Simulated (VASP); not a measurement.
A run of VASP 6.6.1:

File INCAR:

```
PREC = Accurate
ENCUT = 600
EDIFF = 1E-6
ISMEAR = -1
SIGMA = 0.1
LREAL = False
LASPH = True
NELM = 120
ALGO = Normal
ISIF = 2
LWAVE = False
LCHARG = False
GGA = RE
NBANDS = 8
GGA_COMPAT = False
```

The input KPOINTS:

```
regular mesh
0
Gamma
  20 20 20
```

Contents of POSCAR:

```
C
1.0
    1.8216289274      0.0000000000      0.0000000000
    0.0000000000      1.8216289274      0.0000000000
    0.0000000000      0.0000000000      1.8216289274
C
1
Direct
    0.0000000000      0.0000000000      0.0000000000
```

Potentials or basis: VASP PAW PBE potentials, release 64 (C).

The run is started by

```bash
$ cat potpaw_PBE.64/C/POTCAR > POTCAR
$ mpirun -np 1 vasp_std > vasp.out
```

Hardware: 1 thread of Intel(R) Xeon(R) Platinum 8259CL CPU @ 2.50GHz (Skylake/Cascade Lake) (shared host).

Estimate the wall time of this run.

Run time: 5.4 s on 1 thread of Intel(R) Xeon(R) Platinum 8259CL CPU @ 2.50GHz (Skylake/Cascade Lake) (shared host), peak memory 0.12 GiB. Counts: scf iterations 10, k points 286.
